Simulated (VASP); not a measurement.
A run of VASP 6.6.1:

INCAR

```
PREC = Accurate
ENCUT = 600
EDIFF = 1E-7
ISMEAR = 0
SIGMA = 0.1
LREAL = F
LASPH = T
NELM = 100
ALGO = Normal
ISIF = 3
LWAVE = F
LCHARG = F
GGA = PE
IBRION = 2
NSW = 100
EDIFFG = -0.01
```

The input KPOINTS:

```
Automatic mesh
0
Gamma
  6 6 6
```

Contents of POSCAR:

```
Al6Hg
1.0
    6.3099964875      0.0000000000      0.0000000000
    0.0000000000      6.3099964875      0.0000000000
    0.0000000000      0.0000000000      6.3099964875
Al Hg
6 1
Direct
    0.1986673960      0.5000000000      0.5000000000
    0.5000000000      0.8013326040      0.5000000000
    0.5000000000      0.1986673960      0.5000000000
    0.8013326040      0.5000000000      0.5000000000
    0.5000000000      0.5000000000      0.1986673960
    0.5000000000      0.5000000000      0.8013326040
    0.0000000000      0.0000000000      0.0000000000
```

Potentials or basis: VASP PAW PBE potentials, release 64 (Al, Hg).

Command:

```bash
$ cat potpaw_PBE.64/Al/POTCAR potpaw_PBE.64/Hg/POTCAR > POTCAR
$ mpirun -np 1 vasp_std > vasp.out
```

Hardware: 1 thread of Intel(R) Xeon(R) 6975P-C (Granite Rapids), with other jobs on the host.

Q: How long does it take, and how much memory?

A: Wall time 85 s on 1 thread of Intel(R) Xeon(R) 6975P-C (Granite Rapids), with other jobs on the host, peak memory 0.42 GiB. Counts: scf iterations 22, k points 20, ion steps 2.
